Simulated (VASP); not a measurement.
# O (Fmmm) in VASP: single point with PBE

Aim: the single point of O with PBE.

All numbers are computed with VASP 6.6.1; they aren't measurements. Logs are shortened: lines on timing, memory, paths and dates and some standing lists are left out, and cuts for length are marked.

## Step 1: The cell of the first run

It takes space group Fmmm (No. 69, orthorhombic). The conventional cell has a = 2.957 Å, b = 4.215 Å, c = 6.690 Å, α = 90.00°, β = 90.00°, γ = 90.00°. Within 1.6 Å of O (site symmetry mm2) lie 1 O at 1.17 Å.

## Step 2: Single point, PBE

Contents of POSCAR:

```
O
1.0
    0.0000000000      2.1075500000      3.3448500000
    1.4783500000      0.0000000000      3.3448500000
    1.4783500000      2.1075500000      0.0000000000
O
2
Direct
    0.0871000000      0.0871000000      0.9129000000
    0.9129000000      0.9129000000      0.0871000000
```

Contents of INCAR.step1:

```
  PREC = Accurate
  ENCUT = 520
  EDIFF = 1E-6
  ISMEAR = -1
  SIGMA = 0.051703999572871064
  LREAL = F
  LASPH = T
  NELM = 120
  ALGO = Normal
  ISIF = 2
  LWAVE = F
  LCHARG = T
  GGA = PE
  NBANDS = 13
  GGA_COMPAT = F
  NEDOS = 2001
  LORBIT = 11
```

Contents of KPOINTS.step1:

```
regular mesh
0
Gamma
  4 4 4
```

Contents of INCAR.step2:

```
  PREC = Accurate
  ENCUT = 520
  EDIFF = 1E-6
  ISMEAR = -5
  SIGMA = 0.051703999572871064
  LREAL = F
  LASPH = T
  NELM = 120
  ALGO = Normal
  ISIF = 2
  LWAVE = F
  LCHARG = F
  GGA = PE
  LORBIT = 10
  NBANDS = 13
  NEDOS = 1001
  ICHARG = 11
  GGA_COMPAT = F
```

Contents of KPOINTS.step2:

```
regular mesh
0
Gamma
  6 6 6
```

Potentials or basis: VASP PAW PBE potentials, release 64 (O).

On the command line:

```sh
$ cat potpaw_PBE.64/O/POTCAR > POTCAR
$ cp INCAR.step1 INCAR
$ cp KPOINTS.step1 KPOINTS
$ mpirun -np 1 vasp_std > vasp.out
$ cp INCAR.step2 INCAR
$ cp KPOINTS.step2 KPOINTS
$ mpirun -np 1 vasp_std > vasp.out
```

OUTCAR:

```text
PREC = Accurate
   ENCUT = 520
   EDIFF = 1E-6
   ISMEAR = -5
   LREAL = F
   LASPH = T
   NELM = 120
   ISIF = 2
   GGA = PE
   LORBIT = 10
   ICHARG = 11

 ion  position               nearest neighbor table
   1  0.087  0.087  0.913-   2 1.17
   2  0.913  0.913  0.087-   1 1.17

  LATTYP: Found a face centered orthorhombic cell.
 ALAT       =     2.9567000000
 B/A-ratio  =     1.4256096324
 C/A-ratio  =     2.2625562282

  Lattice vectors:

 A1 = (   0.0000000000,   2.1075500000,   3.3448500000)
 A2 = (   1.4783500000,   0.0000000000,   3.3448500000)
 A3 = (   1.4783500000,   2.1075500000,   0.0000000000)

Analysis of symmetry for initial positions (statically):
=====================================================================
 Subroutine PRICEL returns:
 Original cell was already a primitive cell.

 Routine SETGRP: Setting up the symmetry group for a
 face centered orthorhombic supercell.

 Subroutine GETGRP returns: Found  8 space group operations
 (whereof  8 operations were pure point group operations)
 out of a pool of  8 trial point group operations.

The static configuration has the point symmetry D_2h.

Analysis of symmetry for dynamics (positions and initial velocities):
=====================================================================
 Subroutine PRICEL returns:
 Original cell was already a primitive cell.

 Routine SETGRP: Setting up the symmetry group for a
 face centered orthorhombic supercell.

 Subroutine GETGRP returns: Found  8 space group operations
 (whereof  8 operations were pure point group operations)
 out of a pool of  8 trial point group operations.

The dynamic configuration has the point symmetry D_2h.

 Subroutine INISYM returns: Found  8 space group operations
 (whereof  8 operations are pure point group operations),
 and found     1 'primitive' translations

----------------------------------------------------------------------------------------

                                     Primitive cell

  volume of cell :      20.8431

  direct lattice vectors                    reciprocal lattice vectors
     0.000000000  2.107550000  3.344850000    -0.338214902  0.237242296  0.149483534
     1.478350000  0.000000000  3.344850000     0.338214902 -0.237242296  0.149483534
     1.478350000  2.107550000  0.000000000     0.338214902  0.237242296 -0.149483534

  length of vectors
     3.953452735  3.656985131  2.574351515     0.439338769  0.439338769  0.439338769
[... 93 lines left out ...]
   PSTRESS=    0.0 pullay stress
   NELECT =      12.0000    total number of electrons
   NUPDOWN=      -1.0000    fix difference up-down
   EMIN   =  10.00;   EMAX   =-10.00  energy-range for DOS
   EFERMI =   0.00;   METHOD = LEGACY
   ISMEAR =    -5;   SIGMA  =   0.05  broadening in eV -4-tet -1-fermi 0-gaus
   EFERMI_NEDOS =   21; number of points for ismear=-14 and -15
   IALGO  =     38    algorithm
   IMIX   =      4    mixing-type and parameters
     AMIX     =   0.40;   BMIX     =  1.00
     AMIX_MAG =   1.60;   BMIX_MAG =  1.00
  volume/ion in A,a.u.               =      10.42        70.33
  Fermi-wavevector in a.u.,A,eV,Ry     =   1.361909  2.573634 25.236021  1.854795
  Thomas-Fermi vector in A             =   2.488444
   LORBIT       =     10    0 simple, 1 ext, 2 COOP (PROOUT), +10 PAW based schemes
   GGA     = PE    functional components
   LHFCALC =     F    Hartree Fock is set to
   AEXX    =    0.0000 exact exchange contribution
   IVDW    =     0    specifies the selected vdW correction
   LEPSILON=     F    determine dielectric tensor
   LRPA    =     F    only Hartree local field effects (RPA)
 non-spin polarized calculation
 Fermi weights with tetrahedron method with Bloechl corrections
  energy-cutoff  :      520.00
  volume of cell :       20.84
 maximum number of plane-waves:       582
 NGX is ok and might be reduce to    30

 number of electron      12.0000001 magnetization

 Free energy of the ion-electron system (eV)
  ---------------------------------------------------
  ext. energy  EPLUGINS =         0.00000000
  ---------------------------------------------------
  free energy    TOTEN  =        -9.31631027 eV

  energy without entropy =       -9.31631027  energy(sigma->0) =       -9.31631027

 E-fermi :   1.4951     XC(G=0):  -9.9066

 val. band max:        1.4459554500   @ k =   0.3333   0.5000   0.1667
 cond. band min:       1.4140541320   @ k =   0.5000   0.1667   0.3333
 fundamental gap:     -0.0319013181
 Fermi energy:         1.4951076590

 k-point     1 :       0.0000    0.0000    0.0000
  band No.  band energies     occupation
      1     -27.3896      2.00000
      2     -12.5396      2.00000
      3      -8.1907      2.00000
      4      -5.1770      2.00000
      5      -4.8363      2.00000
      6       2.0366     -0.18438
      7       2.6219      0.00000
      8      10.8541      0.00000
      9      13.6337      0.00000
     10      16.8997      0.00000
     11      21.2623      0.00000
     12      22.2450      0.00000
     13      26.5948      0.00000
[... 354 lines left out ...]
  band No.  band energies     occupation
      1     -27.1448      2.00000
      2     -13.3925      2.00000
      3      -6.5256      2.00000
      4      -5.6549      2.00000
      5      -5.3073      2.00000
      6       1.9180      0.49882
      7       2.2169      0.00000
      8      10.7777      0.00000
      9      12.6429      0.00000
     10      16.4757      0.00000
     11      21.5963      0.00000
     12      22.1406      0.00000
     13      26.2194      0.00000

 [... further k-points ...]
[... 5 lines left out ...]
  --------------------------------------------------------------------------------------
  -------------------------------------------------------------------------------------
  Total       -0.6152289     -0.7003692      8.0084800     -0.0000000      0.0000000      0.0000000
  in kB      -47.2917641    -53.8363803    615.6003886     -0.0000000      0.0000000      0.0000000
  external PRESSURE =     171.4907481 kB  Pullay stress =       0.0000000 kB

 VOLUME and BASIS-vectors are now :
 -----------------------------------------------------------------------------
  energy-cutoff  :      520.00
  volume of cell :       20.84
      direct lattice vectors                 reciprocal lattice vectors
     0.000000000  2.107550000  3.344850000    -0.338214902  0.237242296  0.149483534
     1.478350000  0.000000000  3.344850000     0.338214902 -0.237242296  0.149483534
     1.478350000  2.107550000  0.000000000     0.338214902  0.237242296 -0.149483534

 POSITION                                       TOTAL-FORCE (eV/Angst)
 -----------------------------------------------------------------------------------
      1.47835      2.10755      0.58267         0.000000      0.000000      5.771050
      1.47835      2.10755      6.10703         0.000000      0.000000     -5.771050
 -----------------------------------------------------------------------------------
    total drift:                                0.000000      0.000000     -0.000000

  FREE ENERGIE OF THE ION-ELECTRON SYSTEM (eV)
  ---------------------------------------------------
  free  energy   TOTEN  =        -9.3163102685 eV

  energy  without entropy=       -9.3163102685  energy(sigma->0) =       -9.31631027

 total charge

# of ion       s       p       d       tot
------------------------------------------
    1        1.627   3.364   0.000   4.992
    2        1.627   3.364   0.000   4.992
--------------------------------------------------
tot          3.255   6.728   0.000   9.983
```

OUTCAR.step1:

```text
PREC = Accurate
   ENCUT = 520
   EDIFF = 1E-6
   ISMEAR = -1
   LREAL = F
[... 507 lines left out ...]
    total drift:                                0.000000      0.000000      0.000000

  FREE ENERGIE OF THE ION-ELECTRON SYSTEM (eV)
  ---------------------------------------------------
  free  energy   TOTEN  =        -9.2274382111 eV

  energy  without entropy=       -9.2072515565  energy(sigma->0) =       -9.21734488

 total charge

# of ion       s       p       d       tot
------------------------------------------
    1        1.628   3.366   0.000   4.994
    2        1.628   3.366   0.000   4.994
--------------------------------------------------
tot          3.256   6.731   0.000   9.987
```

OSZICAR.step1:

```text
N       E                     dE             d eps       ncg     rms          rms(c)
DAV:   1     0.399914742477E+02    0.39991E+02   -0.64613E+03   484   0.867E+02
DAV:   2    -0.827600295903E+01   -0.48267E+02   -0.46376E+02   583   0.192E+02
DAV:   3    -0.957750605214E+01   -0.13015E+01   -0.12747E+01   543   0.288E+01
DAV:   4    -0.958074385633E+01   -0.32378E-02   -0.32378E-02   548   0.176E+00
DAV:   5    -0.958075572338E+01   -0.11867E-04   -0.11867E-04   538   0.961E-02    0.474E+00
DAV:   6    -0.928876594129E+01    0.29199E+00   -0.26003E-01   538   0.469E+00    0.246E+00
DAV:   7    -0.922480124007E+01    0.63965E-01   -0.23196E-01   523   0.429E+00    0.508E-01
DAV:   8    -0.922739172996E+01   -0.25905E-02   -0.14751E-02   498   0.106E+00    0.850E-02
DAV:   9    -0.922743357477E+01   -0.41845E-04   -0.25048E-04   558   0.142E-01    0.308E-02
DAV:  10    -0.922744187365E+01   -0.82989E-05   -0.29985E-05   503   0.554E-02    0.658E-03
DAV:  11    -0.922743961559E+01    0.22581E-05   -0.46378E-06   523   0.188E-02    0.403E-03
DAV:  12    -0.922743858464E+01    0.10310E-05   -0.58762E-07   289   0.724E-03    0.760E-04
DAV:  13    -0.922743821106E+01    0.37358E-06   -0.78820E-08   269   0.263E-03
   1 F= -.92274382E+01 E0= -.92173449E+01  d E =-.201867E-01
```

It took 8 s on 1 thread of AMD EPYC 9R45 (Zen 5), shared host; peak memory 0.1 GiB.

What came out:

| Item | Value |
| --- | --- |
| Valence electrons inside the program's atomic spheres | O 4.99 |

Caveat: the k points lie up to 0.69 Å⁻¹ apart; the standard files for N, O and F lose accuracy on very short bonds; spin is off for a triplet molecule; this functional lacks dispersion, which holds the molecules together, so the pressure and a relaxed volume are unreliable; tetrahedron occupations give inexact forces and stress in metals.
